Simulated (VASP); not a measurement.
# K (P6/mmm) in VASP: a series of runs

K is run at these levels: PBEsol; tasks: single point, relaxation of cell and atoms.

Everything below comes from runs of VASP 6.6.1. Logs are shortened: lines on timing, memory, paths and dates and some standing lists are left out, and cuts for length are marked.

## Step 1: The cell of the first run

Symmetry: P6/mmm, No. 191, hexagonal system. The conventional cell has a = 7.754 Å, b = 7.754 Å, c = 4.610 Å, α = 90.00°, β = 90.00°, γ = 120.00°. Within 5.9 Å of K (site symmetry -6m2) lie 11 K at 4.48 to 5.04 Å.

This isn't the form of K at room conditions, which is bcc.

## Step 2: Single point, PBEsol (80.02 Å³/atom)

INCAR

```
SYSTEM = K
PREC = Accurate
ENCUT = 520
EDIFF = 1E-6
ISMEAR = -1
SIGMA = 0.1
LREAL = .False.
LASPH = .True.
NELM = 60
ALGO = Normal
ISIF = 2
LWAVE = .False.
LCHARG = .True.
GGA = PS
LELF = .True.
LVHAR = .True.
NBANDS = 20
```

KPOINTS

```
regular mesh
0
Gamma
  6 6 8
  0 0 0
```

POSCAR

```
K
1.0
    7.7539416508      0.0000000000      0.0000000000
   -3.8769708254      6.7151104490      0.0000000000
    0.0000000000      0.0000000000      4.6104426179
K
3
Direct
    0.0000000000      1.0000000000      1.0000000000
    0.3333333333      0.6666666667      0.5000000000
    0.6666666667      0.3333333333      0.5000000000
```

Potentials or basis: VASP PAW PBE potentials, release 64 (K_sv).

On the command line:

```console
> cat potpaw_PBE.64/K_sv/POTCAR > POTCAR
> mpirun -np 1 vasp_std > vasp.out
```

OUTCAR:

```text
SYSTEM = K
   PREC = Accurate
   ENCUT = 520
   EDIFF = 1E-6
   ISMEAR = -1
   LREAL = .False.
   LASPH = .True.
   NELM = 60
   ISIF = 2
   GGA = PS

 ion  position               nearest neighbor table
   1  0.000  0.000  0.000-
   2  0.333  0.667  0.500-
   3  0.667  0.333  0.500-

  LATTYP: Found a hexagonal cell.
 ALAT       =     7.7539416508
 C/A-ratio  =     0.5945934114

  Lattice vectors:

 A1 = (   7.7539416508,   0.0000000000,   0.0000000000)
 A2 = (  -3.8769708254,   6.7151104490,   0.0000000000)
 A3 = (   0.0000000000,   0.0000000000,   4.6104426179)

Analysis of symmetry for initial positions (statically):
=====================================================================
 Subroutine PRICEL returns:
 Original cell was already a primitive cell.

 Routine SETGRP: Setting up the symmetry group for a
 hexagonal supercell.

 Subroutine GETGRP returns: Found 24 space group operations
 (whereof 24 operations were pure point group operations)
 out of a pool of 24 trial point group operations.

The static configuration has the point symmetry D_6h.

Analysis of symmetry for dynamics (positions and initial velocities):
=====================================================================
 Subroutine PRICEL returns:
 Original cell was already a primitive cell.

 Routine SETGRP: Setting up the symmetry group for a
 hexagonal supercell.

 Subroutine GETGRP returns: Found 24 space group operations
 (whereof 24 operations were pure point group operations)
 out of a pool of 24 trial point group operations.

The dynamic configuration has the point symmetry D_6h.

 Subroutine INISYM returns: Found 24 space group operations
 (whereof 24 operations are pure point group operations),
 and found     1 'primitive' translations

----------------------------------------------------------------------------------------

                                     Primitive cell

  volume of cell :     240.0592

  direct lattice vectors                    reciprocal lattice vectors
     7.753941651  0.000000000  0.000000000     0.128966666  0.074458939  0.000000000
    -3.876970825  6.715110449  0.000000000     0.000000000  0.148917878  0.000000000
     0.000000000  0.000000000  4.610442618     0.000000000  0.000000000  0.216898915

  length of vectors
     7.753941651  7.753941651  4.610442618     0.148917878  0.148917878  0.216898915

  position of ions in fractional coordinates (direct lattice)
     0.000000000  0.000000000  0.000000000
     0.333333333  0.666666667  0.500000000
     0.666666667  0.333333333  0.500000000

  ion indices of the primitive-cell ions
   primitive index   ion index
                 1           1
                 2           2
                 3           3

----------------------------------------------------------------------------------------

 KPOINTS: regular mesh

Automatic generation of k-mesh.
 Grid dimensions read from file:
 generate k-points for:    6    6    8

 Generating k-lattice:

  Cartesian coordinates                     Fractional coordinates (reciprocal lattice)
     0.021494444  0.012409823  0.000000000     0.166666667  0.000000000  0.000000000
     0.000000000  0.024819646  0.000000000     0.000000000  0.166666667  0.000000000
     0.000000000  0.000000000  0.027112364     0.000000000  0.000000000  0.125000000

  Length of vectors
     0.024819646  0.024819646  0.027112364

  Shift w.r.t. Gamma in fractional coordinates (k-lattice)
     0.000000000  0.000000000  0.000000000

 Subroutine IBZKPT returns following result:
 ===========================================

 Found     35 irreducible k-points:

 Following reciprocal coordinates:
            Coordinates               Weight
  0.000000  0.000000  0.000000      1.000000
  0.166667  0.000000  0.000000      6.000000
  0.333333  0.000000  0.000000      6.000000
  0.500000  0.000000  0.000000      3.000000
  0.166667  0.166667  0.000000      6.000000
  0.333333  0.166667  0.000000     12.000000
[... 16 lines left out ...]
  0.166667  0.000000  0.375000     12.000000
  0.333333  0.000000  0.375000     12.000000
 [... further k-points ...]
   k-points           NKPTS =     35   k-points in BZ     NKDIM =     35   number of bands    NBANDS=     20
   number of dos      NEDOS =    301   number of ions     NIONS =      3
   total plane-waves  NPLWV = 129600
   dimension x,y,z NGX =    60 NGY =   60 NGZ =   36
   dimension x,y,z NGXF=   120 NGYF=  120 NGZF=   72
   ions per type =               3
   NGX,Y,Z   is equivalent  to a cutoff of  12.86, 12.86, 12.98 a.u.
   NGXF,Y,Z  is equivalent  to a cutoff of  25.73, 25.73, 25.96 a.u.
 SYSTEM =  K
   PREC   = accura    normal or accurate (medium, high low for compatibility)
   ISTART =      0    job   : 0-new  1-cont  2-samecut
   ICHARG =      2    charge: 1-file 2-atom 10-const
   ISPIN  =      1    spin polarized calculation?
   LNONCOLLINEAR =      F non collinear calculations
   LSORBIT =      F    spin-orbit coupling
   LASPH  =      T    aspherical Exc in radial PAW
   ENCUT  =  520.0 eV  38.22 Ry    6.18 a.u.  14.42 14.42  8.57*2*pi/ulx,y,z
   NELM   =     60;   NELMIN=  2; NELMDL= -5     # of ELM steps
   EDIFF  = 0.1E-05   stopping-criterion for ELM
   LREAL  =      F    real-space projection
   EDIFFG = 0.1E-04   stopping-criterion for IOM
   NSW    =      0    number of steps for IOM
   IBRION =     -1    ionic relax: 0-MD 1-quasi-New 2-CG
   NFREE  =      0    steps in history (QN), initial steepest desc. (CG)
   ISIF   =      2    stress and relaxation
   ISYM   =      2    0-nonsym 1-usesym 2-fastsym
   POTIM  = 0.5000    time-step for ionic-motion
   TEBEG  =    0.0;   TEEND  =   0.0 temperature during run
   PSTRESS=    0.0 pullay stress
   NELECT =      27.0000    total number of electrons
   NUPDOWN=      -1.0000    fix difference up-down
   EMIN   =  10.00;   EMAX   =-10.00  energy-range for DOS
   EFERMI =   0.00;   METHOD = LEGACY
   ISMEAR =    -1;   SIGMA  =   0.10  broadening in eV -4-tet -1-fermi 0-gaus
   EFERMI_NEDOS =   21; number of points for ismear=-14 and -15
   IALGO  =     38    algorithm
   IMIX   =      4    mixing-type and parameters
     AMIX     =   0.40;   BMIX     =  1.00
     AMIX_MAG =   1.60;   BMIX_MAG =  1.00
  volume/ion in A,a.u.               =      80.02       540.00
  Fermi-wavevector in a.u.,A,eV,Ry     =   0.790236  1.493329  8.496464  0.624472
  Thomas-Fermi vector in A             =   1.895537
   LORBIT       =      0    0 simple, 1 ext, 2 COOP (PROOUT), +10 PAW based schemes
   GGA     = PS    functional components
   LHFCALC =     F    Hartree Fock is set to
   AEXX    =    0.0000 exact exchange contribution
   IVDW    =     0    specifies the selected vdW correction
   LEPSILON=     F    determine dielectric tensor
   LRPA    =     F    only Hartree local field effects (RPA)
 non-spin polarized calculation
  energy-cutoff  :      520.00
  volume of cell :      240.06
 maximum number of plane-waves:      6495
 NGX is ok and might be reduce to    60
   NGX = 29   NGY = 29   NGZ = 17

 number of electron      27.0000001 magnetization

 Free energy of the ion-electron system (eV)
  ---------------------------------------------------
  ext. energy  EPLUGINS =         0.00000000
  ---------------------------------------------------
  free energy    TOTEN  =        -3.38067941 eV

  energy without entropy =       -3.29816436  energy(sigma->0) =       -3.33942188

 E-fermi :  -0.3320     XC(G=0):  -5.4901

 val. band max:       -0.3364457028   @ k =   0.1667   0.1667   0.0000
 cond. band min:      -0.2876936026   @ k =   0.1667   0.1667   0.5000
 fundamental gap:      0.0487521003
 Fermi energy:        -0.3320496488

 k-point     1 :       0.0000    0.0000    0.0000
  band No.  band energies     occupation
      1     -32.4217      2.00000
      2     -32.4179      2.00000
      3     -32.3479      2.00000
      4     -15.9801      2.00000
      5     -15.9801      2.00000
      6     -15.9439      2.00000
[... 12 lines left out ...]
     19       1.2312      0.00000
     20       3.2834      0.00000

 k-point     2 :       0.1667    0.0000    0.0000
  band No.  band energies     occupation
      1     -32.4215      2.00000
      2     -32.4182      2.00000
      3     -32.3479      2.00000
      4     -15.9815      2.00000
      5     -15.9787      2.00000
      6     -15.9446      2.00000
[... 12 lines left out ...]
     19       1.8733      0.00000
     20       3.3358      0.00000

 k-point     3 :       0.3333    0.0000    0.0000
  band No.  band energies     occupation
      1     -32.4209      2.00000
      2     -32.4187      2.00000
      3     -32.3479      2.00000
      4     -15.9840      2.00000
      5     -15.9743      2.00000
      6     -15.9482      2.00000
[... 12 lines left out ...]
     19       2.5872      0.00000
     20       3.0816      0.00000

 k-point     4 :       0.5000    0.0000    0.0000
  band No.  band energies     occupation
      1     -32.4204      2.00000
      2     -32.4192      2.00000
      3     -32.3479      2.00000
      4     -15.9851      2.00000
      5     -15.9704      2.00000
      6     -15.9520      2.00000
[... 12 lines left out ...]
     19       2.6693      0.00000
     20       2.8479      0.00000

 k-point     5 :       0.1667    0.1667    0.0000
  band No.  band energies     occupation
      1     -32.4211      2.00000
      2     -32.4186      2.00000
      3     -32.3479      2.00000
      4     -15.9832      2.00000
      5     -15.9758      2.00000
      6     -15.9474      2.00000
[... 12 lines left out ...]
     19       2.4033      0.00000
     20       3.1615      0.00000

 k-point     6 :       0.3333    0.1667    0.0000
  band No.  band energies     occupation
      1     -32.4204      2.00000
      2     -32.4192      2.00000
      3     -32.3479      2.00000
      4     -15.9846      2.00000
      5     -15.9700      2.00000
      6     -15.9536      2.00000
[... 12 lines left out ...]
     19       2.6981      0.00000
     20       2.8587      0.00000

 k-point     7 :       0.3333    0.3333    0.0000
  band No.  band energies     occupation
      1     -32.4198      2.00000
      2     -32.4198      2.00000
      3     -32.3479      2.00000
      4     -15.9847      2.00000
      5     -15.9624      2.00000
      6     -15.9624      2.00000
[... 12 lines left out ...]
     19       2.9763      0.00000
     20       2.9766      0.00000
[... 277 lines left out ...]
 k-point    20 :       0.3333    0.1667    0.2500
  band No.  band energies     occupation
      1     -32.4196      2.00000
      2     -32.4184      2.00000
      3     -32.3471      2.00000
      4     -15.9821      2.00000
      5     -15.9674      2.00000
      6     -15.9603      2.00000
[... 12 lines left out ...]
     19       2.2893      0.00000
     20       2.5988      0.00000

 k-point    21 :       0.3333    0.3333    0.2500
  band No.  band energies     occupation
      1     -32.4190      2.00000
      2     -32.4190      2.00000
      3     -32.3471      2.00000
      4     -15.9829      2.00000
      5     -15.9602      2.00000
      6     -15.9602      2.00000
[... 12 lines left out ...]
     19       2.2994      0.00000
     20       2.2995      0.00000

 k-point    22 :       0.0000    0.0000    0.3750
  band No.  band energies     occupation
      1     -32.4203      2.00000
      2     -32.4166      2.00000
      3     -32.3465      2.00000
      4     -15.9778      2.00000
      5     -15.9761      2.00000
      6     -15.9761      2.00000
[... 12 lines left out ...]
     19       2.5117      0.00000
     20       2.7337      0.00000

 k-point    23 :       0.1667    0.0000    0.3750
  band No.  band energies     occupation
      1     -32.4201      2.00000
      2     -32.4168      2.00000
      3     -32.3465      2.00000
      4     -15.9774      2.00000
      5     -15.9770      2.00000
      6     -15.9744      2.00000
[... 12 lines left out ...]
     19       2.3091      0.00000
     20       2.5860      0.00000

 k-point    24 :       0.3333    0.0000    0.3750
  band No.  band energies     occupation
      1     -32.4195      2.00000
      2     -32.4173      2.00000
      3     -32.3465      2.00000
      4     -15.9785      2.00000
      5     -15.9764      2.00000
      6     -15.9706      2.00000
[... 12 lines left out ...]
     19       1.8882      0.00000
     20       2.6300      0.00000

 [... further k-points ...]

------------------------ aborting loop because EDIFF is reached ----------------------------------------

  FORCE on cell =-STRESS in cart. coord.  units (eV):
  Direction    XX          YY          ZZ          XY          YZ          ZX
  --------------------------------------------------------------------------------------
  -------------------------------------------------------------------------------------
  Total       -0.5126921     -0.5126921     -0.4682092      0.0000000      0.0000000      0.0000000
  in kB       -3.4217550     -3.4217550     -3.1248716      0.0000000      0.0000000      0.0000000
  external PRESSURE =      -3.3227939 kB  Pullay stress =       0.0000000 kB

 VOLUME and BASIS-vectors are now :
 -----------------------------------------------------------------------------
  energy-cutoff  :      520.00
  volume of cell :      240.06
      direct lattice vectors                 reciprocal lattice vectors
     7.753941651  0.000000000  0.000000000     0.128966666  0.074458939  0.000000000
    -3.876970825  6.715110449  0.000000000     0.000000000  0.148917878  0.000000000
     0.000000000  0.000000000  4.610442618     0.000000000  0.000000000  0.216898915

 POSITION                                       TOTAL-FORCE (eV/Angst)
 -----------------------------------------------------------------------------------
      0.00000      0.00000      0.00000         0.000000      0.000000      0.000000
     -0.00000      4.47674      2.30522        -0.000000     -0.000000     -0.000000
      3.87697      2.23837      2.30522         0.000000      0.000000      0.000000
 -----------------------------------------------------------------------------------
    total drift:                                0.000000     -0.000000      0.000000

  FREE ENERGIE OF THE ION-ELECTRON SYSTEM (eV)
  ---------------------------------------------------
  free  energy   TOTEN  =        -3.3806794074 eV

  energy  without entropy=       -3.2981643600  energy(sigma->0) =       -3.33942188
```

Run time: 65 s. Hardware: 1 thread of Intel Xeon 6975P-C (Granite Rapids), shared host; peak memory 0.39 GiB.

Results:

- Free energy: -3.3807 eV
- Pressure: -0.3 GPa
- Band gap on the k mesh: zero (an odd number of electrons rules out a gap without spin polarisation)

Levels at points of the mesh, in eV from the Fermi level:
```
           k point  band 9  band 10  band 11  band 12  band 13  band 14  band 15  band 16  band 17  band 18
(0.00, 0.00, 0.00)  -15.60   -15.55   -15.55   -15.54    -2.04     1.11     1.11     1.11     1.11     1.40
(0.50, 0.00, 0.00)  -15.60   -15.55   -15.55   -15.54    -1.13    -1.13     0.40     0.60     2.64     2.75
(0.00, 0.00, 0.50)  -15.61   -15.58   -15.55   -15.55    -0.24    -0.11     1.82     1.82     1.89     1.89
(0.50, 0.00, 0.50)  -15.60   -15.58   -15.55   -15.55     0.52     0.52     0.65     0.66     1.56     1.81
```

Caveat: the PAW data sets were made with another functional, which shifts forces and pressure a little.

(Part 1 of 2 ends here.)

The gap in the log of VASP goes by the Fermi energy; the results here count the filled bands.